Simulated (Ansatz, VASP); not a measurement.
TaSi2 in VASP and in Ansatz

```
Ta Si
1.0
     4.58305    0.00000    0.00000
    -2.29153    3.96904    0.00000
     0.00000    0.00000    5.05687
Ta Si
2 4
Direct
  0.33333 0.66667 0.75000
  0.66667 0.33333 0.25000
  0.33333 0.66667 0.25000
  0.66667 0.33333 0.75000
  0.00000 0.00000 0.00000
  0.00000 0.00000 0.50000
```

Change from the starting cell: species swapped into the InCu2 type (P6_3/mmc, No. 194).

Alike in both runs: functional PBE; k mesh 5 × 5 × 3; occupations gaussian, width 0.2 eV; no spin polarisation.

Ansatz relaxed the structure, and its values are those at the end. VASP's run is a single point on that final structure, the one shown.

|  | VASP | Ansatz |
| --- | --- | --- |
| version | VASP 6.6.1 | Ansatz 0.2.0 |
| potentials or method | VASP PAW PBE potentials, release 64 (Ta_pv, Si), cutoff 500 eV | scalar-relativistic, plane waves, PAW |
| valence electrons in the cell | 38 | 42 |

Ansatz gave:

* gap on the k mesh at the Fermi level (eV): none
* pressure (GPa): -0.2

**Question.** Which values does VASP return?

**Answer.** gap on the k mesh at the Fermi level (eV): none; pressure (GPa): -0.1.

A gap of «none» marks a metal or a gap that the smearing closes. VASP's potentials hold 38 valence electrons a cell and Ansatz's 42, so a difference there can come from the potentials and not from the codes.

The k mesh is coarse, so the values compare programs but aren't converged. Spin-orbit coupling is off throughout.
